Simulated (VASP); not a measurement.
**SiNi: relaxation of cell and atoms with PBEsol**

SiNi:

```
CELL_PARAMETERS angstrom
2.94277 0.00000 0.00000
0.00000 3.28033 0.00000
0.00000 0.00000 4.67745
ATOMIC_POSITIONS crystal
Ni 0.50000 0.50000 0.34250
Ni 0.00000 0.00000 0.65750
Si 0.50000 0.50000 0.84314
Si 0.00000 0.00000 0.15686
```

```
Program                : VASP 6.6.1
Task                   : relaxation of cell and atoms
Functional             : PBEsol
Potentials or basis    : VASP PAW PBE potentials, release 64 (Ni, Si)
Cutoff                 : 600 eV
k mesh                 : 9 × 8 × 6
Occupations            : fermi-dirac, width 0.05 eV
Spin                   : collinear spin, ferromagnetic start
Starting moments       : [1.0, 1.0, 0.0, 0.0] μB
Dipole correction      : no
Further INCAR settings : ALGO = Normal; EDIFF = 1e-07; IBRION = 2; EDIFFG = -0.02; NSW = 80; ISIF = 3
```

The relaxed volume is 11.32 Å³/atom. The relaxed cell is a = 2.947 Å, b = 3.290 Å, c = 4.669 Å, α = 90.00°, β = 90.00°, γ = 90.00°, the space group after relaxing (to 0.1 Å) is Pmmn (No. 59) and the energy gained by relaxing is 0.3 meV/atom. The ionic steps are 5 and the pressure after relaxing is 0.0 GPa. The largest force after relaxing is 0.007 eV/Å. The band gap on the k mesh is zero (filled and empty bands overlap), the net moment is 0.00 μB per cell and the valence electrons inside the program's atomic spheres are Ni 9.60; Si 1.61.

Forces on the atoms (eV/Å):
```
Ni   0.000  0.000  0.000
Ni   0.000  0.000  0.000
Si   0.000  0.000  0.007
Si   0.000  0.000 -0.007
```

Stress tensor (GPa, compression positive):
```
-0.07  0.00  0.00
 0.00  0.11  0.00
 0.00  0.00  0.01
```

Step by step:
```csv
step,energy change (eV),largest force (eV/Å),pressure (GPa),volume (Å³)
1,0.0000,0.0937,0.38,45.15
2,-0.0011,0.0101,-0.30,45.33
3,-0.0011,0.0105,-0.31,45.33
4,-0.0011,0.0208,0.28,45.22
5,-0.0012,0.0073,0.02,45.26
```

Final structure:
```cif
data_structure
_symmetry_space_group_name_H-M 'P 1'
_symmetry_Int_Tables_number 1
_cell_length_a 2.9469
_cell_length_b 3.2896
_cell_length_c 4.6694
_cell_angle_alpha 90.000
_cell_angle_beta 90.000
_cell_angle_gamma 90.000
_cell_volume 45.26
loop_
_atom_site_label
_atom_site_type_symbol
_atom_site_fract_x
_atom_site_fract_y
_atom_site_fract_z
_atom_site_occupancy
Ni1 Ni 0.50000 0.50000 0.34326 1
Ni2 Ni 0.00000 0.00000 0.65674 1
Si1 Si 0.50000 0.50000 0.84202 1
Si2 Si 0.00000 0.00000 0.15798 1
```

Levels at points of the mesh, in eV from the Fermi level:
Spin up:
| k point | band 12 | band 13 | band 14 | band 15 | band 16 | band 17 |
| --- | --- | --- | --- | --- | --- | --- |
| (0.00, 0.00, 0.00) | -2.05 | -2.04 | -1.40 | 1.24 | 2.71 | 5.18 |
| (0.00, 0.50, 0.00) | -2.27 | -2.22 | -2.22 | 1.16 | 1.16 | 4.99 |
| (0.00, 0.00, 0.50) | -2.10 | 1.10 | 1.55 | 2.05 | 2.38 | 2.94 |
| (0.00, 0.50, 0.50) | -2.07 | -2.05 | -2.05 | 5.26 | 5.26 | 5.42 |
Spin down:
```tsv
k point	band 11	band 12	band 13	band 14	band 15	band 16	band 17	band 18
(0.00, 0.00, 0.00)	-2.36	-2.05	-2.04	-1.40	1.24	2.71	5.18	5.56
(0.00, 0.50, 0.00)	-2.27	-2.27	-2.22	-2.22	1.16	1.16	4.99	4.99
(0.00, 0.00, 0.50)	-2.72	-2.10	1.10	1.55	2.05	2.38	2.94	3.65
(0.00, 0.50, 0.50)	-2.07	-2.07	-2.05	-2.05	5.26	5.26	5.42	5.42
```

Wall time 12 min on 1 thread of Oxide Virtual Turin-like Processor (shared host), peak memory 0.27 GiB.

Caveat: the PAW data sets were made with another functional, which shifts forces and pressure a little.
